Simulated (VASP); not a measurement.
# Zr5Pt3 (Cmcm) in VASP: single point with PBE

Aim: the single point of Zr5Pt3 with PBE.

All numbers are computed with VASP 6.6.1; they aren't measurements. Logs are shortened: lines on timing, memory, paths and dates and some standing lists are left out, and cuts for length are marked.

### 1 The cell of the first run

Symmetry: Cmcm, No. 63, orthorhombic system. Conventional cell: a = 14.335 Å, b = 8.293 Å, c = 5.437 Å, α = 90.00°, β = 90.00°, γ = 90.00°. Within 3.6 Å of Zr (site symmetry 2) lie 8 Zr at 2.72 to 3.47 Å and 6 Pt at 2.89 Å. Zr (site symmetry m2m) has 5 Pt at 2.85 to 3.00 Å and 10 Zr at 3.39 to 3.52 Å within 3.7 Å. Within 3.8 Å of Zr (site symmetry m) lie 5 Pt at 2.85 to 2.99 Å and 10 Zr at 3.39 to 3.52 Å. Pt (site symmetry m2m) has 9 Zr at 2.85 to 3.00 Å and 2 Pt at 3.25 Å within 3.8 Å. Pt (site symmetry m) has 9 Zr at 2.85 to 2.99 Å and 2 Pt at 3.24 Å within 3.7 Å.

### 2 Single point, PBE

INCAR reads:

```
PREC = Accurate
ENCUT = 520
EDIFF = 1E-6
ISMEAR = 0
SIGMA = 0.1
LREAL = Auto
LASPH = T
NELM = 100
ALGO = Normal
ISIF = 2
LWAVE = F
LCHARG = F
GGA = PE
NBANDS = 104
```

KPOINTS reads:

```
Automatic mesh
0
Gamma
  4 4 4
```

POSCAR reads:

```
Zr5Pt3
1.0
    7.1676936100     -4.1465859400      0.0000000000
    7.1676936100      4.1465859400      0.0000000000
    0.0000000000      0.0000000000      5.4371900600
Zr Pt
10 6
Direct
    0.6666305100      0.6666305100      0.0000000000
    0.3333694900      0.3333694900      0.0000000000
    0.3333694900      0.3333694900      0.5000000000
    0.6666305100      0.6666305100      0.5000000000
    0.2451610000      0.7548390000      0.7500000000
    0.9998620200      0.2453300100      0.7500000000
    0.7546700200      0.0001380000      0.7500000000
    0.7548390000      0.2451610000      0.2500000000
    0.0001380000      0.7546700200      0.2500000000
    0.2453300100      0.9998620200      0.2500000000
    0.6071929900      0.3928070100      0.7500000000
    0.0002310000      0.6068030000      0.7500000000
    0.3931970000      0.9997689700      0.7500000000
    0.3928070100      0.6071929900      0.2500000000
    0.9997689700      0.3931970000      0.2500000000
    0.6068030000      0.0002310000      0.2500000000
```

Potentials or basis: VASP PAW PBE potentials, release 64 (Zr_sv, Pt).

The run is started by

```
> cat potpaw_PBE.64/Zr_sv/POTCAR potpaw_PBE.64/Pt/POTCAR > POTCAR
> mpirun -np 1 vasp_std > vasp.out
```

OUTCAR:

```text
PREC = Accurate
   ENCUT = 520
   EDIFF = 1E-6
   ISMEAR = 0
   LREAL = Auto
   LASPH = T
   NELM = 100
   ISIF = 2
   GGA = PE

 ion  position               nearest neighbor table
   1  0.667  0.667  0.000-   4 2.72   4 2.72  14 2.89  11 2.89  15 2.89  13 2.89  16 2.89  12 2.89
                             9 3.47   7 3.47   5 3.47   8 3.47  10 3.47   6 3.47
   2  0.333  0.333  0.000-   3 2.72   3 2.72  14 2.89  11 2.89  16 2.89  12 2.89  13 2.89  15 2.89
                            10 3.47   6 3.47   5 3.47   8 3.47   7 3.47   9 3.47
   3  0.333  0.333  0.500-   2 2.72   2 2.72  14 2.89  11 2.89  16 2.89  12 2.89  13 2.89  15 2.89
                            10 3.47   6 3.47   5 3.47   8 3.47   7 3.47   9 3.47
   4  0.667  0.667  0.500-   1 2.72   1 2.72  14 2.89  11 2.89  15 2.89  13 2.89  16 2.89  12 2.89
                             9 3.47   7 3.47   5 3.47   8 3.47  10 3.47   6 3.47
   5  0.245  0.755  0.750-  13 2.85  12 2.85  14 2.98  14 2.98  11 3.00   9 3.39   9 3.39  10 3.39
                            10 3.39   2 3.47   3 3.47   4 3.47   1 3.47   7 3.52   6 3.52
   6  1.000  0.245  0.750-  11 2.85  13 2.85  15 2.98  15 2.98  12 2.99   8 3.39   8 3.39  10 3.40
                            10 3.40   3 3.47   2 3.47   4 3.47   1 3.47   7 3.51   5 3.52
   7  0.755  0.000  0.750-  11 2.85  12 2.85  16 2.98  16 2.98  13 2.99   8 3.39   8 3.39   9 3.40
                             9 3.40   4 3.47   1 3.47   2 3.47   3 3.47   6 3.51   5 3.52
   8  0.755  0.245  0.250-  15 2.85  16 2.85  11 2.98  11 2.98  14 3.00   7 3.39   7 3.39   6 3.39
                             6 3.39   2 3.47   3 3.47   4 3.47   1 3.47   9 3.52  10 3.52
   9  0.000  0.755  0.250-  14 2.85  16 2.85  12 2.98  12 2.98  15 2.99   5 3.39   5 3.39   7 3.40
                             7 3.40   4 3.47   1 3.47   2 3.47   3 3.47  10 3.51   8 3.52
  10  0.245  1.000  0.250-  14 2.85  15 2.85  13 2.98  13 2.98  16 2.99   5 3.39   5 3.39   6 3.40
                             6 3.40   3 3.47   2 3.47   4 3.47   1 3.47   9 3.51   8 3.52
  11  0.607  0.393  0.750-   7 2.85   6 2.85   3 2.89   4 2.89   1 2.89   2 2.89   8 2.98   8 2.98
                             5 3.00  14 3.25  14 3.25
  12  0.000  0.607  0.750-   5 2.85   7 2.85   2 2.89   3 2.89   1 2.89   4 2.89   9 2.98   9 2.98
                             6 2.99  15 3.24  15 3.24
  13  0.393  1.000  0.750-   5 2.85   6 2.85   1 2.89   4 2.89   3 2.89   2 2.89  10 2.98  10 2.98
                             7 2.99  16 3.24  16 3.24
  14  0.393  0.607  0.250-   9 2.85  10 2.85   3 2.89   4 2.89   1 2.89   2 2.89   5 2.98   5 2.98
                             8 3.00  11 3.25  11 3.25
  15  1.000  0.393  0.250-   8 2.85  10 2.85   1 2.89   4 2.89   3 2.89   2 2.89   6 2.98   6 2.98
                             9 2.99  12 3.24  12 3.24
  16  0.607  0.000  0.250-   8 2.85   9 2.85   2 2.89   3 2.89   1 2.89   4 2.89   7 2.98   7 2.98
                            10 2.99  13 3.24  13 3.24

  LATTYP: Found a base centered orthorhombic cell.
 ALAT       =     8.2931718800
 B/A-ratio  =     1.7285771268
 C/A-ratio  =     0.6556224975

  Lattice vectors:

 A1 = (  -7.1676936100,  -4.1465859400,   0.0000000000)
 A2 = (   7.1676936100,  -4.1465859400,   0.0000000000)
 A3 = (   0.0000000000,   0.0000000000,   5.4371900600)

Analysis of symmetry for initial positions (statically):
=====================================================================
 Subroutine PRICEL returns:
 Original cell was already a primitive cell.

 Routine SETGRP: Setting up the symmetry group for a
 base centered orthorhombic supercell.

 Subroutine GETGRP returns: Found  8 space group operations
 (whereof  4 operations were pure point group operations)
 out of a pool of  8 trial point group operations.

The static configuration has the point symmetry C_2h.
 The point group associated with its full space group is D_2h.

Analysis of symmetry for dynamics (positions and initial velocities):
=====================================================================
 Subroutine PRICEL returns:
 Original cell was already a primitive cell.

 Routine SETGRP: Setting up the symmetry group for a
 base centered orthorhombic supercell.

 Subroutine GETGRP returns: Found  8 space group operations
 (whereof  4 operations were pure point group operations)
 out of a pool of  8 trial point group operations.

The dynamic configuration has the point symmetry C_2h.
 The point group associated with its full space group is D_2h.

 Subroutine INISYM returns: Found  8 space group operations
 (whereof  4 operations are pure point group operations),
 and found     1 'primitive' translations

----------------------------------------------------------------------------------------

                                     Primitive cell

  volume of cell :     323.2024

  direct lattice vectors                    reciprocal lattice vectors
     7.167693610 -4.146585940  0.000000000     0.069757446 -0.120581126  0.000000000
     7.167693610  4.146585940  0.000000000     0.069757446  0.120581126  0.000000000
[... 60 lines left out ...]
  Shift w.r.t. Gamma in fractional coordinates (k-lattice)
     0.000000000  0.000000000  0.000000000

 Subroutine IBZKPT returns following result:
 ===========================================

 Found     21 irreducible k-points:

 Following reciprocal coordinates:
            Coordinates               Weight
  0.000000  0.000000  0.000000      1.000000
  0.250000  0.000000  0.000000      4.000000
  0.500000  0.000000  0.000000      2.000000
  0.250000  0.250000  0.000000      2.000000
  0.500000  0.250000  0.000000      4.000000
 -0.250000  0.250000  0.000000      2.000000
[... 13 lines left out ...]
 -0.250000  0.250000  0.500000      2.000000
  0.500000  0.500000  0.500000      1.000000
   k-points           NKPTS =     21   k-points in BZ     NKDIM =     21   number of bands    NBANDS=    104
   number of dos      NEDOS =    301   number of ions     NIONS =     16
   total plane-waves  NPLWV = 163840
   dimension x,y,z NGX =    64 NGY =   64 NGZ =   40
   dimension x,y,z NGXF=   128 NGYF=  128 NGZF=   80
   ions per type =              10   6
   NGX,Y,Z   is equivalent  to a cutoff of  12.85, 12.85, 12.23 a.u.
   NGXF,Y,Z  is equivalent  to a cutoff of  25.70, 25.70, 24.46 a.u.
 SYSTEM =  unknown system
   PREC   = accura    normal or accurate (medium, high low for compatibility)
   ISTART =      0    job   : 0-new  1-cont  2-samecut
   ICHARG =      2    charge: 1-file 2-atom 10-const
   ISPIN  =      1    spin polarized calculation?
   LNONCOLLINEAR =      F non collinear calculations
   LSORBIT =      F    spin-orbit coupling
   LASPH  =      T    aspherical Exc in radial PAW
   ENCUT  =  520.0 eV  38.22 Ry    6.18 a.u.  15.40 15.40 10.11*2*pi/ulx,y,z
   NELM   =    100;   NELMIN=  2; NELMDL= -5     # of ELM steps
   EDIFF  = 0.1E-05   stopping-criterion for ELM
   LREAL  =      T    real-space projection
   EDIFFG = 0.1E-04   stopping-criterion for IOM
   NSW    =      0    number of steps for IOM
   IBRION =     -1    ionic relax: 0-MD 1-quasi-New 2-CG
   NFREE  =      0    steps in history (QN), initial steepest desc. (CG)
   ISIF   =      2    stress and relaxation
   ISYM   =      2    0-nonsym 1-usesym 2-fastsym
   POTIM  = 0.5000    time-step for ionic-motion
   TEBEG  =    0.0;   TEEND  =   0.0 temperature during run
   PSTRESS=    0.0 pullay stress
   NELECT =     180.0000    total number of electrons
   NUPDOWN=      -1.0000    fix difference up-down
   EMIN   =  10.00;   EMAX   =-10.00  energy-range for DOS
   EFERMI =   0.00;   METHOD = LEGACY
   ISMEAR =     0;   SIGMA  =   0.10  broadening in eV -4-tet -1-fermi 0-gaus
   EFERMI_NEDOS =   21; number of points for ismear=-14 and -15
   IALGO  =     38    algorithm
   IMIX   =      4    mixing-type and parameters
     AMIX     =   0.40;   BMIX     =  1.00
     AMIX_MAG =   1.60;   BMIX_MAG =  1.00
  volume/ion in A,a.u.               =      20.20       136.32
  Fermi-wavevector in a.u.,A,eV,Ry     =   1.346917  2.545304 24.683486  1.814185
  Thomas-Fermi vector in A             =   2.474710
   LORBIT       =      0    0 simple, 1 ext, 2 COOP (PROOUT), +10 PAW based schemes
   GGA     = PE    functional components
   LHFCALC =     F    Hartree Fock is set to
   AEXX    =    0.0000 exact exchange contribution
   IVDW    =     0    specifies the selected vdW correction
   LEPSILON=     F    determine dielectric tensor
   LRPA    =     F    only Hartree local field effects (RPA)
 non-spin polarized calculation
 Gauss-broadening in eV      SIGMA  =   0.10
  energy-cutoff  :      520.00
  volume of cell :      323.20
 maximum number of plane-waves:      8726
 NGX is ok and might be reduce to    64
   NGX = 31   NGY = 31   NGZ = 21

 number of electron     179.9999988 magnetization

 Free energy of the ion-electron system (eV)
  ---------------------------------------------------
  ext. energy  EPLUGINS =         0.00000000
  ---------------------------------------------------
  free energy    TOTEN  =      -135.07206720 eV

  energy without entropy =     -134.96117909  energy(sigma->0) =     -135.01662315

 E-fermi :   9.6944     XC(G=0): -11.7469

 val. band max:        9.6809241788   @ k =  -0.2500   0.2500   0.5000
 cond. band min:       9.6943704182   @ k =  -0.2500   0.2500   0.5000
 fundamental gap:      0.0134462394
 Fermi energy:         9.6943681341

 k-point     1 :       0.0000    0.0000    0.0000
  band No.  band energies     occupation
      1     -39.6190      2.00000
      2     -39.5969      2.00000
      3     -39.5954      2.00000
      4     -39.5745      2.00000
      5     -39.5735      2.00000
      6     -39.5733      2.00000
[... 2194 lines left out ...]
    101      10.9187      0.00000
    102      10.9187      0.00000
 [bands above 102 left out]

------------------------ aborting loop because EDIFF is reached ----------------------------------------

  FORCE on cell =-STRESS in cart. coord.  units (eV):
  Direction    XX          YY          ZZ          XY          YZ          ZX
  --------------------------------------------------------------------------------------
  -------------------------------------------------------------------------------------
  Total       -2.1531690     -2.3785425     -1.8751338      0.0000000      0.0000000      0.0000000
  in kB      -10.6736776    -11.7908979     -9.2954034      0.0000000      0.0000000      0.0000000
  external PRESSURE =     -10.5866596 kB  Pullay stress =       0.0000000 kB

 VOLUME and BASIS-vectors are now :
 -----------------------------------------------------------------------------
  energy-cutoff  :      520.00
  volume of cell :      323.20
      direct lattice vectors                 reciprocal lattice vectors
     7.167693610 -4.146585940  0.000000000     0.069757446 -0.120581126  0.000000000
     7.167693610  4.146585940  0.000000000     0.069757446  0.120581126  0.000000000
     0.000000000  0.000000000  5.437190060     0.000000000  0.000000000  0.183918529

 POSITION                                       TOTAL-FORCE (eV/Angst)
 -----------------------------------------------------------------------------------
      9.55641      0.00000      0.00000         0.005875      0.000000      0.000000
      4.77898      0.00000      0.00000        -0.005875      0.000000      0.000000
      4.77898      0.00000      2.71860        -0.005875      0.000000      0.000000
      9.55641      0.00000      2.71860         0.005875      0.000000      0.000000
      7.16769      2.11342      4.07789         0.000000     -0.083079      0.000000
      8.92515     -3.12873      4.07789         0.079776      0.034802      0.000000
[... 8 lines left out ...]
      9.98435     -2.51520      1.35930         0.018680      0.004388      0.000000
      4.35103     -2.51520      1.35930        -0.018680      0.004388      0.000000
 -----------------------------------------------------------------------------------
    total drift:                               -0.001303     -0.000009     -0.000217

  FREE ENERGIE OF THE ION-ELECTRON SYSTEM (eV)
  ---------------------------------------------------
  free  energy   TOTEN  =      -135.0720672011 eV

  energy  without entropy=     -134.9611790896  energy(sigma->0) =     -135.01662315
```

Run time: 12 min. Hardware: 1 thread of Intel Xeon 6975P-C (Granite Rapids), shared host; peak memory 0.69 GiB.

Results:

```yaml
Free_energy: -135.0721 eV
Pressure: -1.1 GPa
Largest_force: 0.087 eV/Å
Band_gap_on_the_k_mesh: zero (band 90 reaches 9.84 eV, above the bottom of band 91 at 9.30 eV)
```

Forces in eV/Å, atoms in the order of the input:
```
Zr   0.006  0.000  0.000
Zr  -0.006  0.000  0.000
Zr  -0.006  0.000  0.000
Zr   0.006  0.000  0.000
Zr   0.000 -0.083  0.000
Zr   0.080  0.035  0.000
Zr  -0.080  0.035  0.000
Zr   0.000  0.083  0.000
Zr  -0.080 -0.035  0.000
Zr   0.080 -0.035  0.000
Pt   0.000  0.021  0.000
Pt  -0.019 -0.004  0.000
Pt   0.019 -0.004  0.000
Pt   0.000 -0.021  0.000
Pt   0.019  0.004  0.000
Pt  -0.019  0.004  0.000
```

Caveat: spin-orbit coupling is left out, which moves the levels of the heavy elements.
